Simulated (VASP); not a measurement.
# Li (Pm-3m) in VASP: notebook, part 2 of 2

VASP 6.6.1. Earlier steps stand in the parts before.

### 3 Density of states, LDA (volume scaled by 0.55)

POSCAR

```
Li
1.0
    2.1865893705      0.0000000000      0.0000000000
    0.0000000000      2.1865893705      0.0000000000
    0.0000000000      0.0000000000      2.1865893705
Li
1
Direct
    0.0000000000      0.0000000000      0.0000000000
```

INCAR.step1

```
SYSTEM = Li
ALGO = Normal ; EDIFF = 1E-6
ENCUT = 520 ; ISIF = 2
ISMEAR = -1 ; LASPH = .TRUE.
LCHARG = .TRUE. ; LREAL = .FALSE.
LWAVE = .FALSE. ; NBANDS = 8
NELM = 80 ; PREC = Accurate
SIGMA = 0.05
```

KPOINTS.step1

```
k-points
0
G
  14 14 14
  0 0 0
```

INCAR.step2

```
SYSTEM = Li
ALGO = Normal ; EDIFF = 1E-6
ENCUT = 520 ; ICHARG = 11
ISIF = 2 ; ISMEAR = -5
LASPH = .TRUE. ; LCHARG = .FALSE.
LORBIT = 11 ; LREAL = .FALSE.
LWAVE = .FALSE. ; NBANDS = 8
NEDOS = 1001 ; NELM = 80
PREC = Accurate ; SIGMA = 0.05
```

KPOINTS.step2

```
k-points
0
G
  21 21 21
  0 0 0
```

Potentials or basis: VASP PAW LDA potentials, release 64 (Li_sv).

The run is started by

```sh
cat potpaw_LDA.64/Li_sv/POTCAR > POTCAR
cp INCAR.step1 INCAR
cp KPOINTS.step1 KPOINTS
mpirun -np 1 vasp_std > vasp.out
cp INCAR.step2 INCAR
cp KPOINTS.step2 KPOINTS
mpirun -np 1 vasp_std > vasp.out
```

OUTCAR:

```text
SYSTEM = Li
   EDIFF = 1E-6
   ENCUT = 520
   ICHARG = 11
   ISIF = 2
   ISMEAR = -5
   LASPH = .TRUE.
   LORBIT = 11
   LREAL = .FALSE.
   NELM = 80
   PREC = Accurate

 ion  position               nearest neighbor table
   1  0.000  0.000  0.000-

  LATTYP: Found a simple cubic cell.
 ALAT       =     2.1865893705

  Lattice vectors:

 A1 = (   2.1865893705,   0.0000000000,   0.0000000000)
 A2 = (   0.0000000000,   2.1865893705,   0.0000000000)
 A3 = (   0.0000000000,   0.0000000000,   2.1865893705)

Analysis of symmetry for initial positions (statically):
=====================================================================
 Subroutine PRICEL returns:
 Original cell was already a primitive cell.

 Routine SETGRP: Setting up the symmetry group for a
 simple cubic supercell.

 Subroutine GETGRP returns: Found 48 space group operations
 (whereof 48 operations were pure point group operations)
 out of a pool of 48 trial point group operations.

The static configuration has the point symmetry O_h .

Analysis of symmetry for dynamics (positions and initial velocities):
=====================================================================
 Subroutine PRICEL returns:
 Original cell was already a primitive cell.

 Routine SETGRP: Setting up the symmetry group for a
 simple cubic supercell.

 Subroutine GETGRP returns: Found 48 space group operations
 (whereof 48 operations were pure point group operations)
 out of a pool of 48 trial point group operations.

The dynamic configuration has the point symmetry O_h .

 Subroutine INISYM returns: Found 48 space group operations
 (whereof 48 operations are pure point group operations),
 and found     1 'primitive' translations

[... 116 lines left out ...]
  Fermi-wavevector in a.u.,A,eV,Ry     =   1.079812  2.040548 15.864301  1.165993
  Thomas-Fermi vector in A             =   2.215786
   LORBIT       =     11    0 simple, 1 ext, 2 COOP (PROOUT), +10 PAW based schemes
   GGA     = CA    functional components
   LHFCALC =     F    Hartree Fock is set to
   AEXX    =    0.0000 exact exchange contribution
   IVDW    =     0    specifies the selected vdW correction
   LEPSILON=     F    determine dielectric tensor
   LRPA    =     F    only Hartree local field effects (RPA)
 non-spin polarized calculation
 Fermi weights with tetrahedron method with Bloechl corrections
  energy-cutoff  :      520.00
  volume of cell :       10.45
 maximum number of plane-waves:       292

 number of electron       3.0000009 magnetization

 Free energy of the ion-electron system (eV)
  ---------------------------------------------------
  ext. energy  EPLUGINS =         0.00000000
  ---------------------------------------------------
  free energy    TOTEN  =        -1.55832027 eV

  energy without entropy =       -1.55832027  energy(sigma->0) =       -1.55832027

 E-fermi :   3.0824     XC(G=0):  -9.0523

 val. band max:        3.0617742630   @ k =   0.3333   0.2857   0.1429
 cond. band min:       3.1014255695   @ k =   0.3810   0.2857   0.0000
 fundamental gap:      0.0396513065
 Fermi energy:         3.0824099230

 k-point     1 :       0.0000    0.0000    0.0000
  band No.  band energies     occupation
      1     -42.2979      2.00000
      2      -0.8035      2.00000
      3      21.6456      0.00000
      4      21.6456      0.00000
      5      21.6456      0.00000
      6      24.9949      0.00000
      7      24.9949      0.00000
      8      36.7361      0.00000
[... 243 lines left out ...]
 k-point    24 :       0.1905    0.0952    0.0000
  band No.  band energies     occupation
      1     -42.2159      2.00000
      2      -0.1043      2.00000
      3      14.6618      0.00000
      4      20.2623      0.00000
      5      22.9076      0.00000
      6      28.8470      0.00000
      7      33.2023      0.00000
      8      35.5570      0.00000

 [... further k-points ...]

------------------------ aborting loop because EDIFF is reached ----------------------------------------

  FORCE on cell =-STRESS in cart. coord.  units (eV):
  Direction    XX          YY          ZZ          XY          YZ          ZX
  --------------------------------------------------------------------------------------
  -------------------------------------------------------------------------------------
  Total        1.3952537      1.3952537      1.3952537     -0.0000000     -0.0000000     -0.0000000
  in kB      213.8267631    213.8267631    213.8267631     -0.0000000     -0.0000000     -0.0000000
  external PRESSURE =     213.8267631 kB  Pullay stress =       0.0000000 kB

 VOLUME and BASIS-vectors are now :
 -----------------------------------------------------------------------------
  energy-cutoff  :      520.00
  volume of cell :       10.45
      direct lattice vectors                 reciprocal lattice vectors
     2.186589371  0.000000000  0.000000000     0.457333239  0.000000000  0.000000000
     0.000000000  2.186589371  0.000000000     0.000000000  0.457333239  0.000000000
     0.000000000  0.000000000  2.186589371     0.000000000  0.000000000  0.457333239

 POSITION                                       TOTAL-FORCE (eV/Angst)
 -----------------------------------------------------------------------------------
      0.00000      0.00000      0.00000         0.000000      0.000000      0.000000
 -----------------------------------------------------------------------------------
    total drift:                               -0.000000     -0.000000      0.000000

  FREE ENERGIE OF THE ION-ELECTRON SYSTEM (eV)
  ---------------------------------------------------
  free  energy   TOTEN  =        -1.5583202691 eV

  energy  without entropy=       -1.5583202691  energy(sigma->0) =       -1.55832027

 total charge

# of ion       s       p       d       tot
------------------------------------------
    1        2.062   0.121   0.000   2.184
```

OUTCAR.step1:

```text
SYSTEM = Li
   EDIFF = 1E-6
   ENCUT = 520
   ISIF = 2
   ISMEAR = -1
   LASPH = .TRUE.
   LREAL = .FALSE.
[... 479 lines left out ...]
 -----------------------------------------------------------------------------------
      0.00000      0.00000      0.00000         0.000000      0.000000      0.000000
 -----------------------------------------------------------------------------------
    total drift:                               -0.000000      0.000000      0.000000

  FREE ENERGIE OF THE ION-ELECTRON SYSTEM (eV)
  ---------------------------------------------------
  free  energy   TOTEN  =        -1.5584394513 eV

  energy  without entropy=       -1.5556925062  energy(sigma->0) =       -1.55706598
```

Run time: 8.3 s. Hardware: 1 thread of AMD EPYC 9R45 (Zen 5), shared host; peak memory 0.09 GiB.

Results:

* Valence electrons inside the program's atomic spheres: Li 2.18

Levels at points of the mesh, in eV from the Fermi level:
| k point | band 1 | band 2 | band 3 | band 4 | band 5 | band 6 | band 7 |
| --- | --- | --- | --- | --- | --- | --- | --- |
| (0.00, 0.00, 0.00) | -45.38 | -3.89 | 18.56 | 18.56 | 18.56 | 21.91 | 21.91 |

Caveat: the cutoff is under 1.25 times the usual one of these potentials, so pressure, stress and relaxed cells hold a basis-set (Pulay) error; tetrahedron occupations give inexact forces and stress in metals.

### 4 Density of states, LDA (volume scaled by 0.55)

POSCAR is that of step 3.

INCAR.step1

```
SYSTEM = Li
ALGO = Normal ; EDIFF = 1E-6
ENCUT = 520 ; GGA = CA
ISIF = 2 ; ISMEAR = -1
LASPH = .TRUE. ; LCHARG = .TRUE.
LREAL = .FALSE. ; LWAVE = .FALSE.
NBANDS = 8 ; NELM = 100
PREC = Accurate ; SIGMA = 0.05
```

KPOINTS.step1 is that of step 3.

INCAR.step2

```
SYSTEM = Li
ALGO = Normal ; EDIFF = 1E-6
ENCUT = 520 ; GGA = CA
ICHARG = 11 ; ISIF = 2
ISMEAR = -5 ; LASPH = .TRUE.
LCHARG = .FALSE. ; LORBIT = 11
LREAL = .FALSE. ; LWAVE = .FALSE.
NBANDS = 8 ; NEDOS = 2001
NELM = 100 ; PREC = Accurate
SIGMA = 0.05
```

KPOINTS.step2 is that of step 3.

Potentials or basis: VASP PAW LDA potentials, release 64 (Li_sv).

The run is started by

```sh
cat potpaw_LDA.64/Li_sv/POTCAR > POTCAR
cp INCAR.step1 INCAR
cp KPOINTS.step1 KPOINTS
mpirun -np 1 vasp_std > vasp.out
cp INCAR.step2 INCAR
cp KPOINTS.step2 KPOINTS
mpirun -np 1 vasp_std > vasp.out
```

OUTCAR:

```text
SYSTEM = Li
   EDIFF = 1E-6
   ENCUT = 520
   GGA = CA
   ICHARG = 11
   ISIF = 2
   ISMEAR = -5
   LASPH = .TRUE.
   LORBIT = 11
   LREAL = .FALSE.
   NELM = 100
   PREC = Accurate

 ion  position               nearest neighbor table
   1  0.000  0.000  0.000-

  LATTYP: Found a simple cubic cell.
 ALAT       =     2.1865893705

  Lattice vectors:

 A1 = (   2.1865893705,   0.0000000000,   0.0000000000)
 A2 = (   0.0000000000,   2.1865893705,   0.0000000000)
 A3 = (   0.0000000000,   0.0000000000,   2.1865893705)

Analysis of symmetry for initial positions (statically):
=====================================================================
 Subroutine PRICEL returns:
 Original cell was already a primitive cell.

 Routine SETGRP: Setting up the symmetry group for a
 simple cubic supercell.

 Subroutine GETGRP returns: Found 48 space group operations
 (whereof 48 operations were pure point group operations)
 out of a pool of 48 trial point group operations.

The static configuration has the point symmetry O_h .

Analysis of symmetry for dynamics (positions and initial velocities):
=====================================================================
 Subroutine PRICEL returns:
 Original cell was already a primitive cell.

 Routine SETGRP: Setting up the symmetry group for a
 simple cubic supercell.

 Subroutine GETGRP returns: Found 48 space group operations
 (whereof 48 operations were pure point group operations)
 out of a pool of 48 trial point group operations.

The dynamic configuration has the point symmetry O_h .

 Subroutine INISYM returns: Found 48 space group operations
 (whereof 48 operations are pure point group operations),
 and found     1 'primitive' translations

----------------------------------------------------------------------------------------

                                     Primitive cell
[... 114 lines left out ...]
  Thomas-Fermi vector in A             =   2.215786
   LORBIT       =     11    0 simple, 1 ext, 2 COOP (PROOUT), +10 PAW based schemes
   GGA     = CA    functional components
   LHFCALC =     F    Hartree Fock is set to
   AEXX    =    0.0000 exact exchange contribution
   IVDW    =     0    specifies the selected vdW correction
   LEPSILON=     F    determine dielectric tensor
   LRPA    =     F    only Hartree local field effects (RPA)
 non-spin polarized calculation
 Fermi weights with tetrahedron method with Bloechl corrections
  energy-cutoff  :      520.00
  volume of cell :       10.45
 maximum number of plane-waves:       292

 number of electron       3.0000009 magnetization

 Free energy of the ion-electron system (eV)
  ---------------------------------------------------
  ext. energy  EPLUGINS =         0.00000000
  ---------------------------------------------------
  free energy    TOTEN  =        -1.55832027 eV

  energy without entropy =       -1.55832027  energy(sigma->0) =       -1.55832027

 E-fermi :   3.0824     XC(G=0):  -9.0523

 val. band max:        3.0617742630   @ k =   0.3333   0.2857   0.1429
 cond. band min:       3.1014255695   @ k =   0.3810   0.2857   0.0000
 fundamental gap:      0.0396513065
 Fermi energy:         3.0824099230

 k-point     1 :       0.0000    0.0000    0.0000
  band No.  band energies     occupation
      1     -42.2979      2.00000
      2      -0.8035      2.00000
      3      21.6456      0.00000
      4      21.6456      0.00000
      5      21.6456      0.00000
      6      24.9949      0.00000
      7      24.9949      0.00000
      8      36.7361      0.00000
[... 243 lines left out ...]
 k-point    24 :       0.1905    0.0952    0.0000
  band No.  band energies     occupation
      1     -42.2159      2.00000
      2      -0.1043      2.00000
      3      14.6618      0.00000
      4      20.2623      0.00000
      5      22.9076      0.00000
      6      28.8470      0.00000
      7      33.2023      0.00000
      8      35.5570      0.00000

 [... further k-points ...]

------------------------ aborting loop because EDIFF is reached ----------------------------------------

  FORCE on cell =-STRESS in cart. coord.  units (eV):
  Direction    XX          YY          ZZ          XY          YZ          ZX
  --------------------------------------------------------------------------------------
  -------------------------------------------------------------------------------------
  Total        1.3952537      1.3952537      1.3952537      0.0000000     -0.0000000      0.0000000
  in kB      213.8267631    213.8267631    213.8267631      0.0000000     -0.0000000      0.0000000
  external PRESSURE =     213.8267631 kB  Pullay stress =       0.0000000 kB

 VOLUME and BASIS-vectors are now :
 -----------------------------------------------------------------------------
  energy-cutoff  :      520.00
  volume of cell :       10.45
      direct lattice vectors                 reciprocal lattice vectors
     2.186589371  0.000000000  0.000000000     0.457333239  0.000000000  0.000000000
     0.000000000  2.186589371  0.000000000     0.000000000  0.457333239  0.000000000
     0.000000000  0.000000000  2.186589371     0.000000000  0.000000000  0.457333239

 POSITION                                       TOTAL-FORCE (eV/Angst)
 -----------------------------------------------------------------------------------
      0.00000      0.00000      0.00000         0.000000      0.000000      0.000000
 -----------------------------------------------------------------------------------
    total drift:                               -0.000000     -0.000000      0.000000

  FREE ENERGIE OF THE ION-ELECTRON SYSTEM (eV)
  ---------------------------------------------------
  free  energy   TOTEN  =        -1.5583202691 eV

  energy  without entropy=       -1.5583202691  energy(sigma->0) =       -1.55832027

 total charge

# of ion       s       p       d       tot
------------------------------------------
    1        2.062   0.121   0.000   2.184
```

Run time: 8.7 s. Hardware: 1 thread of AMD EPYC 9R45 (Zen 5), shared host; peak memory 0.09 GiB.

What came out:

```
Valence electrons inside the program's atomic spheres : Li 2.18
```

Caveat: the cutoff is under 1.25 times the usual one of these potentials, so pressure, stress and relaxed cells hold a basis-set (Pulay) error; tetrahedron occupations give inexact forces and stress in metals.
